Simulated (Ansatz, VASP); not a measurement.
# One calculation of Ta3N, two programs

```
CELL_PARAMETERS angstrom
5.67458 0.00000 0.00000
-2.83729 4.91433 0.00000
0.00000 0.00000 2.80212
ATOMIC_POSITIONS crystal
Ta 0.49366 0.50634 0.00000
Ta 0.49366 0.98732 0.00000
Ta 0.01268 0.50634 0.00000
N 0.66667 0.33333 0.50000
```

Alike in both runs: functional PBE; k mesh 12 × 12 × 16; occupations gaussian, width 0.1 eV; no spin polarisation.

Ansatz relaxed the structure, and its values are those at the end. VASP's run is a single point on that final structure, the one shown.

|  | VASP | Ansatz |
| --- | --- | --- |
| version | VASP 6.6.1 | Ansatz 0.2.0 |
| potentials or method | VASP PAW PBE potentials, release 64 (Ta_pv, N), cutoff 520 eV | scalar-relativistic, plane waves, PAW |
| valence electrons in the cell | 38 | 44 |

Ansatz gave:

```
gap on the k mesh at the Fermi level (eV) : none
pressure (GPa)                            : 0.0
rms of the force components (eV/Å)        : 0.000
```

Which values does VASP return?

gap on the k mesh at the Fermi level (eV): none; pressure (GPa): 0.2; rms of the force components (eV/Å): 0.018.

A gap of «none» marks a metal or a gap that the smearing closes. The functional is the same, so the differences come from potentials, cutoffs and numerics. VASP's potentials hold 38 valence electrons a cell and Ansatz's 44, so a difference there can come from the potentials and not from the codes.

Neither program's run includes spin-orbit coupling.
